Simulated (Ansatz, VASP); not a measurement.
**TiSi2: VASP beside Ansatz**

INCAR

```
PREC = Accurate
ENCUT = 520
EDIFF = 1E-6
ISMEAR = 0
SIGMA = 0.15
LREAL = F
LASPH = T
NELM = 60
ALGO = Normal
ISIF = 2
LWAVE = F
LCHARG = F
GGA = PS
NBANDS = 29
```

KPOINTS

```
regular mesh
0
Gamma
  14 14 14
```

The input POSCAR:

```
TiSi2
1.0
    1.7585247991     -6.6741239440      0.0000000000
    1.7585247991      6.6741239440      0.0000000000
    0.0000000000      0.0000000000      3.5556151821
Ti Si
2 4
Direct
    0.9090175571      0.1139830411      0.7613092137
    0.1139830411      0.9090175571      0.2613092137
    0.5805958743      0.4606232361      0.7704990981
    0.4606232361      0.5805958743      0.2704990981
    0.2095095777      0.7100699719      0.7102259106
    0.7100699719      0.2095095777      0.2102259106
```

Input for Ansatz:

```yaml
crystal:
  lattice:
    - [1.7585247991, -6.674123944, 0.0]
    - [1.7585247991, 6.674123944, 0.0]
    - [0.0, 0.0, 3.5556151821]
  atoms:
    - { symbol: Ti, position: [0.9090175571, 0.1139830411, 0.7613092137] }
    - { symbol: Ti, position: [0.1139830411, 0.9090175571, 0.2613092137] }
    - { symbol: Si, position: [0.5805958743, 0.4606232361, 0.7704990981] }
    - { symbol: Si, position: [0.4606232361, 0.5805958743, 0.2704990981] }
    - { symbol: Si, position: [0.2095095777, 0.7100699719, 0.7102259106] }
    - { symbol: Si, position: [0.7100699719, 0.2095095777, 0.2102259106] }
basis:
  ecutwfc: 420
kpoints:
  mp_grid: { grid: [14, 14, 14] }
hamiltonian:
  xc: pbesol
scf:
  occupations: { method: gaussian, width: 0.15 }
output:
  forces: true
  stress: true
  eigenvalues: true
  write_density: true
  write_potential: true
  elf: true
  volumetric_format: npy
```

Change from the starting cell: mode 5 (202.7 1/cm) frozen in, largest displacement -0.200 Å.

Alike in both runs: task single point; functional PBEsol; k mesh 14 × 14 × 14; occupations gaussian, width 0.15 eV; no spin polarisation.

```csv
,VASP,Ansatz
version,VASP 6.6.1,Ansatz 0.2.0
potentials or method,"VASP PAW PBE potentials, release 64 (Ti_sv, Si), cutoff 520 eV","scalar-relativistic, plane waves, PAW"
valence electrons in the cell,40,40
```

Ansatz gave:

- gap on the k mesh at the Fermi level (eV): none
- pressure (GPa): 1.1
- traceless stress, the component that is largest in VASP (GPa): 0.55
- rms of the force components (eV/Å): 0.338

Problem. Which values does VASP return?

Solution. gap on the k mesh at the Fermi level (eV): none; pressure (GPa): 1.2; traceless stress, the component that is largest in VASP (GPa): 0.52; rms of the force components (eV/Å): 0.339.

VASP's potentials were made for PBE, not for PBEsol. Atom by atom the forces differ by 0.001 eV/Å (rms over components). A gap of «none» marks a metal or a gap that the smearing closes.
